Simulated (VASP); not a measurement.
Runs of VASP 6.6.1 on TiO2. The structure is that of space group I4_1/amd (No. 141), or close to it. The cells are those of the table. 

```tsv
cell	gap on the mesh (eV)	pressure (GPa)	largest force (eV/Å)
a = 5.600 Å, angles 139.4, 139.4, 58.7°, 6 atoms	1.96	-9.2	0.30
a = 5.409 Å, angles 139.4, 139.4, 58.7°, 6 atoms	2.20	12.5	0.29
a = 5.309 Å, angles 139.4, 139.4, 58.7°, 6 atoms	(a)	28.7	0.69
a = 5.554 Å, angles 139.4, 139.4, 58.7°, 6 atoms	2.02	(c)	0.17
a = 5.506 Å, angles 139.4, 139.4, 58.7°, 6 atoms	2.08	(b)	0.03
a = 5.359 Å, angles 139.4, 139.4, 58.7°, 6 atoms	2.26	(d)	0.48
```

Alike in all rows: task single point; level PBE; potentials or basis VASP PAW PBE potentials, release 64 (Ti_sv, O); no spin polarisation; k mesh 8 × 8 × 8; cutoff (eV) 520; smearing gaussian 0.01 eV.

**Question.** Fill in the values left out.

**Answer.** (a) 2.32; (b) 0.1; (c) -4.9; (d) 20.0.

Caveats: the cell stands under pressure (at least some runs); the cell stands under tension (at least some runs).

A k mesh can miss the band edges.
